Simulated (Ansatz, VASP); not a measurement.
ZrB in VASP and in Ansatz

INCAR

```
PREC = Accurate
ENCUT = 520
EDIFF = 1E-6
ISMEAR = 0
SIGMA = 0.15
LREAL = False
LASPH = True
NELM = 60
ALGO = Normal
ISIF = 2
LWAVE = False
LCHARG = True
GGA = CA
LELF = True
LVHAR = True
NBANDS = 14
```

KPOINTS

```
Automatic mesh
0
Gamma
  16 16 16
```

The input POSCAR:

```
ZrB
1.0
    0.0000000000      2.4153850465      2.1496926914
    2.4716635181      0.0000000000      2.1496926914
    2.4716635181      2.4153850465      0.0000000000
Zr B
1 1
Direct
    0.0000000000      0.0000000000      0.0000000000
    0.5000000000      0.5000000000      0.5000000000
```

Input for Ansatz:

```yaml
crystal:
  lattice:
    - [0.0, 2.4153850465, 2.1496926914]
    - [2.4716635181, 0.0, 2.1496926914]
    - [2.4716635181, 2.4153850465, 0.0]
  atoms:
    - { symbol: Zr, position: [0.0, 0.0, 0.0] }
    - { symbol: B, position: [0.5, 0.5, 0.5] }
basis:
  ecutwfc: 520.0
kpoints:
  mp_grid: { grid: [16, 16, 16] }
hamiltonian:
  xc: lda
scf:
  occupations: { method: gaussian, width: 0.15 }
output:
  forces: true
  stress: true
  eigenvalues: true
```

Change from the starting cell: normal strain along x +0.0233, normal strain along z -0.1100.

Alike in both runs: task single point; functional LDA; k mesh 16 × 16 × 16; occupations gaussian, width 0.15 eV; no spin polarisation.

|  | VASP | Ansatz |
| --- | --- | --- |
| version | VASP 6.6.1 | Ansatz 0.2.0 |
| potentials or method | VASP PAW LDA potentials, release 64 (Zr_sv, B), cutoff 520 eV | scalar-relativistic, plane waves, PAW |
| valence electrons in the cell | 15 | 15 |

|  | VASP | Ansatz | Ansatz less VASP |
| --- | --- | --- | --- |
| gap on the k mesh at the Fermi level (eV) | none | none | - |
| pressure (GPa) | 22.8 | 22.4 | -0.40 |
| traceless stress, the component that is largest in VASP (GPa) | 33.10 | 33.09 | -0.013 |

LDA's correlation is that of Perdew and Zunger in VASP and of Perdew and Wang (1992) in Ansatz. A gap of «none» marks a metal or a gap that the smearing closes.
